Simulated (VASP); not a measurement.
# MgTe (P6_3mc) in VASP: a series of runs

MgTe is run at these levels: HSE06; tasks: single point.

All numbers are computed with VASP 6.6.1; they aren't measurements. Logs are shortened: lines on timing, memory, paths and dates and some standing lists are left out, and cuts for length are marked.

**1. The cell of the first run**

Symmetry: P6_3mc, No. 186, hexagonal system. The conventional cell has a = 4.486 Å, b = 4.486 Å, c = 7.576 Å, α = 90.00°, β = 90.00°, γ = 120.00°. Mg (site symmetry 3m) has 4 Te at 2.77 to 2.80 Å within 3.7 Å. Within 3.7 Å of Te (site symmetry 3m) lie 4 Mg at 2.77 to 2.80 Å.

**2. Single point, HSE06 (epitaxial xy strain -2.0%)**

File POSCAR:

```
MgTe
1.0
    4.4860829330      0.0000000000      0.0000000000
   -2.2430414665      3.8850617834      0.0000000000
    0.0000000000      0.0000000000      7.5761177589
Mg Te
2 2
Direct
    0.3333333333      0.6666666667      0.0029702772
    0.6666666667      0.3333333333      0.5029702772
    0.3333333333      0.6666666667      0.3720297228
    0.6666666667      0.3333333333      0.8720297228
```

File INCAR.step1:

```
SYSTEM = MgTe
  PREC = Accurate
  ENCUT = 520
  EDIFF = 1E-5
  ISMEAR = 0
  SIGMA = 0.01
  LREAL = .False.
  LASPH = .True.
  NELM = 120
  ALGO = Normal
  ISIF = 2
  LWAVE = .True.
  LCHARG = .False.
  NBANDS = 16
  GGA = PE
  GGA_COMPAT = .False.
```

File INCAR.step2:

```
SYSTEM = MgTe
  PREC = Accurate
  ENCUT = 520
  EDIFF = 1E-6
  ISMEAR = 0
  SIGMA = 0.01
  LREAL = .False.
  LASPH = .True.
  NELM = 120
  ALGO = Normal
  ISIF = 2
  LWAVE = .False.
  LCHARG = .False.
  GGA = PE
  LHFCALC = .True.
  HFSCREEN = 0.2079
  PRECFOCK = Normal
  NBANDS = 16
  ISTART = 1
  GGA_COMPAT = .False.
```

File KPOINTS:

```
regular mesh
0
Gamma
  6 6 2
  0 0 0
```

Potentials or basis: VASP PAW PBE potentials, release 64 (Mg, Te).

Run with:

```bash
$ cat potpaw_PBE.64/Mg/POTCAR potpaw_PBE.64/Te/POTCAR > POTCAR
$ cp INCAR.step1 INCAR
$ mpirun -np 1 vasp_std > vasp.out
$ cp INCAR.step2 INCAR
$ mpirun -np 1 vasp_std > vasp.out
```

OUTCAR:

```text
SYSTEM = MgTe
   PREC = Accurate
   ENCUT = 520
   EDIFF = 1E-6
   ISMEAR = 0
   LREAL = .False.
   LASPH = .True.
   NELM = 120
   ISIF = 2
   GGA = PE
   LHFCALC = .True.
   HFSCREEN = 0.2079
   PRECFOCK = Normal
   ISTART = 1

 ion  position               nearest neighbor table
   1  0.333  0.667  0.003-   4 2.77   4 2.77   4 2.77   3 2.80
   2  0.667  0.333  0.503-   3 2.77   3 2.77   3 2.77   4 2.80
   3  0.333  0.667  0.372-   2 2.77   2 2.77   2 2.77   1 2.80
   4  0.667  0.333  0.872-   1 2.77   1 2.77   1 2.77   2 2.80

  LATTYP: Found a hexagonal cell.
 ALAT       =     4.4860829330
 C/A-ratio  =     1.6888046592

  Lattice vectors:

 A1 = (   4.4860829330,   0.0000000000,   0.0000000000)
 A2 = (  -2.2430414665,   3.8850617834,   0.0000000000)
 A3 = (   0.0000000000,   0.0000000000,   7.5761177589)

Analysis of symmetry for initial positions (statically):
=====================================================================
 Subroutine PRICEL returns:
 Original cell was already a primitive cell.

 Routine SETGRP: Setting up the symmetry group for a
 hexagonal supercell.

 Subroutine GETGRP returns: Found 12 space group operations
 (whereof  6 operations were pure point group operations)
 out of a pool of 24 trial point group operations.

The static configuration has the point symmetry C_3v.
 The point group associated with its full space group is C_6v.

Analysis of symmetry for dynamics (positions and initial velocities):
=====================================================================
 Subroutine PRICEL returns:
 Original cell was already a primitive cell.

 Routine SETGRP: Setting up the symmetry group for a
 hexagonal supercell.

 Subroutine GETGRP returns: Found 12 space group operations
 (whereof  6 operations were pure point group operations)
 out of a pool of 24 trial point group operations.

The dynamic configuration has the point symmetry C_3v.
 The point group associated with its full space group is C_6v.

 Subroutine INISYM returns: Found 12 space group operations
 (whereof  6 operations are pure point group operations),
 and found     1 'primitive' translations

----------------------------------------------------------------------------------------

                                     Primitive cell

  volume of cell :     132.0420

  direct lattice vectors                    reciprocal lattice vectors
     4.486082933  0.000000000  0.000000000     0.222911617  0.128698082  0.000000000
    -2.243041466  3.885061783  0.000000000     0.000000000  0.257396164  0.000000000
     0.000000000  0.000000000  7.576117759     0.000000000  0.000000000  0.131993724

  length of vectors
     4.486082933  4.486082933  7.576117759     0.257396164  0.257396164  0.131993724

  position of ions in fractional coordinates (direct lattice)
     0.333333333  0.666666667  0.002970277
     0.666666667  0.333333333  0.502970277
     0.333333333  0.666666667  0.372029723
     0.666666667  0.333333333  0.872029723

  ion indices of the primitive-cell ions
   primitive index   ion index
                 1           1
                 2           2
                 3           3
                 4           4

----------------------------------------------------------------------------------------

 KPOINTS: regular mesh

Automatic generation of k-mesh.
 Grid dimensions read from file:
 generate k-points for:    6    6    2

 Generating k-lattice:

  Cartesian coordinates                     Fractional coordinates (reciprocal lattice)
     0.037151936  0.021449680  0.000000000     0.166666667  0.000000000  0.000000000
     0.000000000  0.042899361  0.000000000     0.000000000  0.166666667  0.000000000
     0.000000000  0.000000000  0.065996862     0.000000000  0.000000000  0.500000000

  Length of vectors
     0.042899361  0.042899361  0.065996862

  Shift w.r.t. Gamma in fractional coordinates (k-lattice)
     0.000000000  0.000000000  0.000000000

 Subroutine IBZKPT returns following result:
 ===========================================

 Found     14 irreducible k-points:

 Following reciprocal coordinates:
            Coordinates               Weight
  0.000000  0.000000  0.000000      1.000000
  0.166667  0.000000  0.000000      6.000000
  0.333333  0.000000  0.000000      6.000000
  0.500000  0.000000  0.000000      3.000000
  0.166667  0.166667  0.000000      6.000000
  0.333333  0.166667  0.000000     12.000000
  0.333333  0.333333  0.000000      2.000000
  0.000000  0.000000  0.500000      1.000000
  0.166667  0.000000  0.500000      6.000000
  0.333333  0.000000  0.500000      6.000000
  0.500000  0.000000  0.500000      3.000000
  0.166667  0.166667  0.500000      6.000000
  0.333333  0.166667  0.500000     12.000000
  0.333333  0.333333  0.500000      2.000000
   k-points           NKPTS =     14   k-points in BZ     NKDIM =     72   number of bands    NBANDS=     16
   number of dos      NEDOS =    301   number of ions     NIONS =      4
   total plane-waves  NPLWV =  72576
   dimension x,y,z NGX =    36 NGY =   36 NGZ =   56
   dimension x,y,z NGXF=    72 NGYF=   72 NGZF=  112
   ions per type =               2   2
   NGX,Y,Z   is equivalent  to a cutoff of  13.34, 13.34, 12.29 a.u.
   NGXF,Y,Z  is equivalent  to a cutoff of  26.68, 26.68, 24.58 a.u.
 SYSTEM =  MgTe
   PREC   = accura    normal or accurate (medium, high low for compatibility)
   ISTART =      1    job   : 0-new  1-cont  2-samecut
   ICHARG =      0    charge: 1-file 2-atom 10-const
   ISPIN  =      1    spin polarized calculation?
   LNONCOLLINEAR =      F non collinear calculations
   LSORBIT =      F    spin-orbit coupling
   LASPH  =      T    aspherical Exc in radial PAW
   ENCUT  =  520.0 eV  38.22 Ry    6.18 a.u.   8.34  8.34 14.09*2*pi/ulx,y,z
   NELM   =    120;   NELMIN=  2; NELMDL=  0     # of ELM steps
   EDIFF  = 0.1E-05   stopping-criterion for ELM
   LREAL  =      F    real-space projection
   EDIFFG = 0.1E-04   stopping-criterion for IOM
   NSW    =      0    number of steps for IOM
   IBRION =     -1    ionic relax: 0-MD 1-quasi-New 2-CG
   NFREE  =      0    steps in history (QN), initial steepest desc. (CG)
   ISIF   =      2    stress and relaxation
   ISYM   =      3    0-nonsym 1-usesym 2-fastsym
   POTIM  = 0.5000    time-step for ionic-motion
   TEBEG  =    0.0;   TEEND  =   0.0 temperature during run
   PSTRESS=    0.0 pullay stress
   NELECT =      16.0000    total number of electrons
   NUPDOWN=      -1.0000    fix difference up-down
   EMIN   =  10.00;   EMAX   =-10.00  energy-range for DOS
   EFERMI =   0.00;   METHOD = LEGACY
   ISMEAR =     0;   SIGMA  =   0.01  broadening in eV -4-tet -1-fermi 0-gaus
   EFERMI_NEDOS =   21; number of points for ismear=-14 and -15
   IALGO  =     38    algorithm
   IMIX   =      1    mixing-type and parameters
     AMIX     =   0.40;   BMIX     =  1.00
     AMIX_MAG =   1.60;   BMIX_MAG =  1.00
  volume/ion in A,a.u.               =      33.01       222.77
  Fermi-wavevector in a.u.,A,eV,Ry     =   0.810110  1.530887  8.929215  0.656279
  Thomas-Fermi vector in A             =   1.919225
   LORBIT       =      0    0 simple, 1 ext, 2 COOP (PROOUT), +10 PAW based schemes
   GGA     = PE    functional components
   LHFCALC =     T    Hartree Fock is set to
   PRECFOCK=normal    Normal, Fast or Accurate (Low or Medium for compatibility)
   ENCUT4O =  -1.0   cutoff for four orbital integrals eV
   NKREDX  =     1    reduce k-point grid by
   NKREDY  =     1    reduce k-point grid by
   NKREDZ  =     1    reduce k-point grid by
   AEXX    =    0.2500 exact exchange contribution
   HFSCREEN=    0.2079 screening length (either q_TF or 0.3 A-1)
   HFSCREENC=   0.2079 screening length for correlation (either q_TF or 0.3 A-1)
   ENCUTFOCK=  -1.0 apply spherical cutoff to Coloumb kernel
   IVDW    =     0    specifies the selected vdW correction
   LEPSILON=     F    determine dielectric tensor
   LRPA    =     F    only Hartree local field effects (RPA)
 non-spin polarized calculation
 Gauss-broadening in eV      SIGMA  =   0.01
  energy-cutoff  :      520.00
  volume of cell :      132.04
 maximum number of plane-waves:      3580
 NGX is ok and might be reduce to    36
  NGX = 28; NGY = 28; NGZ = 48

 number of electron      16.0000000 magnetization

 Free energy of the ion-electron system (eV)
  ---------------------------------------------------
  ext. energy  EPLUGINS =         0.00000000
  ---------------------------------------------------
  free energy    TOTEN  =       -15.10261243 eV

  energy without entropy =      -15.10261243  energy(sigma->0) =      -15.10261243

 E-fermi :   1.6759     XC(G=0):  -6.6629

 val. band max:        1.5784974743   @ k =   0.0000   0.0000   0.0000
 cond. band min:       4.7732127133   @ k =   0.0000   0.0000   0.0000
 fundamental gap:      3.1947152390
 Fermi energy:         1.6759434641

 k-point     1 :       0.0000    0.0000    0.0000
  band No.  band energies     occupation
      1      -9.7221      2.00000
      2      -9.0660      2.00000
      3      -2.1679      2.00000
      4       1.0996      2.00000
      5       1.0996      2.00000
      6       1.3306      2.00000
[... 8 lines left out ...]
     15       8.8316      0.00000
     16       9.8381      0.00000

 k-point     2 :       0.1667    0.0000    0.0000
  band No.  band energies     occupation
      1      -9.5801      2.00000
      2      -8.9791      2.00000
      3      -1.9653      2.00000
      4       0.1319      2.00000
      5       0.5472      2.00000
      6       0.8356      2.00000
[... 8 lines left out ...]
     15       8.8531      0.00000
     16       9.4118      0.00000

 k-point     3 :       0.3333    0.0000    0.0000
  band No.  band energies     occupation
      1      -9.2390      2.00000
      2      -8.8168      2.00000
      3      -1.6200      2.00000
      4      -1.0365      2.00000
      5      -0.7696      2.00000
      6       0.4224      2.00000
[... 8 lines left out ...]
     15       9.5964      0.00000
     16      10.6063      0.00000
[... 172 lines left out ...]
 k-point    13 :       0.3333    0.1667    0.5000
  band No.  band energies     occupation
      1      -8.8904      2.00000
      2      -8.8904      2.00000
      3      -1.7771      2.00000
      4      -1.7771      2.00000
      5      -0.0564      2.00000
      6      -0.0564      2.00000
[... 8 lines left out ...]
     15      10.1988      0.00000
     16      10.1988      0.00000

 k-point    14 :       0.3333    0.3333    0.5000
  band No.  band energies     occupation
      1      -8.8140      2.00000
      2      -8.8140      2.00000
      3      -1.7131      2.00000
      4      -1.7131      2.00000
      5      -0.6405      2.00000
      6      -0.6405      2.00000
[... 8 lines left out ...]
     15       9.9684      0.00000
     16       9.9684      0.00000

------------------------ aborting loop because EDIFF is reached ----------------------------------------

  FORCE on cell =-STRESS in cart. coord.  units (eV):
  Direction    XX          YY          ZZ          XY          YZ          ZX
  --------------------------------------------------------------------------------------
  -------------------------------------------------------------------------------------
  Total        0.9250336      0.9250336     -0.2037036      0.0000000      0.0000000      0.0000000
  in kB       11.2242197     11.2242197     -2.4717086      0.0000000      0.0000000      0.0000000
  external PRESSURE =       6.6589102 kB  Pullay stress =       0.0000000 kB

 VOLUME and BASIS-vectors are now :
 -----------------------------------------------------------------------------
  energy-cutoff  :      520.00
  volume of cell :      132.04
      direct lattice vectors                 reciprocal lattice vectors
     4.486082933  0.000000000  0.000000000     0.222911617  0.128698082  0.000000000
    -2.243041466  3.885061783  0.000000000     0.000000000  0.257396164  0.000000000
     0.000000000  0.000000000  7.576117759     0.000000000  0.000000000  0.131993724

 POSITION                                       TOTAL-FORCE (eV/Angst)
 -----------------------------------------------------------------------------------
     -0.00000      2.59004      0.02250        -0.000000      0.000000     -0.008338
      2.24304      1.29502      3.81056         0.000000      0.000000     -0.008338
     -0.00000      2.59004      2.81854        -0.000000      0.000000      0.008338
      2.24304      1.29502      6.60660         0.000000     -0.000000      0.008338
 -----------------------------------------------------------------------------------
    total drift:                                0.000000     -0.000000     -0.000295

  FREE ENERGIE OF THE ION-ELECTRON SYSTEM (eV)
  ---------------------------------------------------
  free  energy   TOTEN  =       -15.1026124294 eV

  energy  without entropy=      -15.1026124294  energy(sigma->0) =      -15.10261243
```

It took 29 min on 1 thread of Intel Xeon Platinum 8259CL at 2.50GHz (Skylake/Cascade Lake), shared host; peak memory 0.39 GiB.

What came out:

| Quantity | Value |
| --- | --- |
| Free energy | -15.1026 eV |
| Pressure | 0.7 GPa |
| Largest force | 0.008 eV/Å |
| Band gap on the k mesh | 3.19 eV |

Forces in eV/Å, atoms in the order of the input:
```
Mg   0.000  0.000 -0.008
Mg   0.000  0.000 -0.008
Te   0.000  0.000  0.008
Te   0.000  0.000  0.008
```

Levels at points of the mesh, in eV from the valence-band top:
```csv
k point,band 6,band 7,band 8,band 9,band 10,band 11
"(0.00, 0.00, 0.00)",-0.25,0.00,0.00,3.19,3.98,6.27
"(0.50, 0.00, 0.00)",-1.33,-1.21,-0.55,3.98,4.60,4.85
"(0.00, 0.00, 0.50)",-0.25,-0.25,-0.25,4.40,4.40,6.53
"(0.50, 0.00, 0.50)",-1.17,-0.98,-0.98,3.86,3.86,5.01
```

Caveat: the cell differs from its parent crystal (epitaxial xy strain -2.0%); the structure was generated, so it needn't be the stable form of MgTe; the PAW data sets were made with another functional, which shifts forces and pressure a little; spin-orbit coupling is left out, which moves the levels of the heavy elements.

**3. Single point, HSE06 (epitaxial xy strain -3.0%)**

File POSCAR:

```
MgTe
1.0
    4.4403065765      0.0000000000      0.0000000000
   -2.2201532883      3.8454182958      0.0000000000
    0.0000000000      0.0000000000      7.6362975402
Mg Te
2 2
Direct
    0.3333333333      0.6666666667      0.0046940968
    0.6666666667      0.3333333333      0.5046940968
    0.3333333333      0.6666666667      0.3703059032
    0.6666666667      0.3333333333      0.8703059032
```

File INCAR.step1:

```
ALGO = Normal ; EDIFF = 1E-5
ENCUT = 520 ; GGA = PE
GGA_COMPAT = False ; ISIF = 2
ISMEAR = 0 ; LASPH = True
LCHARG = False ; LREAL = False
LWAVE = True ; NBANDS = 16
NELM = 120 ; PREC = Accurate
SIGMA = 0.01
```

File INCAR.step2:

```
ALGO = Normal ; EDIFF = 1E-6
ENCUT = 520 ; GGA = PE
GGA_COMPAT = False ; HFSCREEN = 0.2079
ISIF = 2 ; ISMEAR = 0
ISTART = 1 ; LASPH = True
LCHARG = False ; LHFCALC = True
LREAL = False ; LWAVE = False
NBANDS = 16 ; NELM = 120
PREC = Accurate ; PRECFOCK = Normal
SIGMA = 0.01
```

File KPOINTS:

```
k-points
0
Gamma
  6 6 2
```

Potentials or basis: VASP PAW PBE potentials, release 64 (Mg, Te).

Run with:

```bash
$ cat potpaw_PBE.64/Mg/POTCAR potpaw_PBE.64/Te/POTCAR > POTCAR
$ cp INCAR.step1 INCAR
$ mpirun -np 1 vasp_std > vasp.out
$ cp INCAR.step2 INCAR
$ mpirun -np 1 vasp_std > vasp.out
```

It took 24 min on 1 thread of Intel Xeon Platinum 8488C (Sapphire Rapids), shared host; peak memory 0.38 GiB.

It converged, with:

```
Free energy            : -15.0755 eV
Pressure               : 1.1 GPa
Largest force          : 0.008 eV/Å
Band gap on the k mesh : 3.16 eV
```

Forces on the atoms (eV/Å):
```
Mg   0.000  0.000 -0.008
Mg   0.000  0.000 -0.008
Te   0.000  0.000  0.008
Te   0.000  0.000  0.008
```

Stress tensor (GPa, compression positive):
```
 1.85  0.00  0.00
 0.00  1.85  0.00
 0.00  0.00 -0.25
```

Levels at points of the mesh, in eV from the valence-band top:
```csv
k point,band 6,band 7,band 8,band 9,band 10,band 11
"(0.00, 0.00, 0.00)",-0.39,0.00,0.00,3.16,4.08,6.15
"(0.50, 0.00, 0.00)",-1.34,-1.30,-0.58,3.99,4.52,4.76
"(0.00, 0.00, 0.50)",-0.24,-0.24,-0.24,4.47,4.47,6.58
"(0.50, 0.00, 0.50)",-1.29,-1.00,-1.00,3.77,3.77,4.96
```

Caveat: the cell differs from its parent crystal (epitaxial xy strain -3.0%); the structure was generated, so it needn't be the stable form of MgTe; the PAW data sets were made with another functional, which shifts forces and pressure a little; spin-orbit coupling is left out, which moves the levels of the heavy elements.
